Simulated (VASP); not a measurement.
# Pb: single point with PBEsol

Crystal: Pb.

```xyz
1
Lattice="0.0000 2.1925 2.1925 2.1925 0.0000 2.1925 2.1925 2.1925 0.0000" Properties=species:S:1:pos:R:3 pbc="T T T"
Pb    0.0000    0.0000    0.0000
```

* Program: VASP 6.6.1
* Task: single point
* Functional: PBEsol
* Potentials or basis: VASP PAW PBE potentials, release 64 (Pb_d)
* Cutoff: 520 eV
* k mesh: 15 × 15 × 15
* Occupations: methfessel-paxton, width 0.05 eV
* Spin: no spin polarisation

```yaml
Pressure: 39.9 GPa
Band_gap_on_the_k_mesh: zero (bands 7 and 8 overlap by 12.02 eV)
```

Levels at points of the mesh, in eV from the Fermi level:
| k point | band 5 | band 6 | band 7 | band 8 | band 9 | band 10 |
| --- | --- | --- | --- | --- | --- | --- |
| (0.00, 0.00, 0.00) | -17.50 | -15.22 | 9.31 | 10.04 | 10.04 | 10.04 |

It took 42 s on 1 thread of Intel Xeon 8259CL, on a shared host, peak memory 0.16 GiB.

Caveat: the cell stands under pressure; the PAW data sets were made with another functional, which shifts forces and pressure a little; spin-orbit coupling is left out, which moves the levels of the heavy elements.
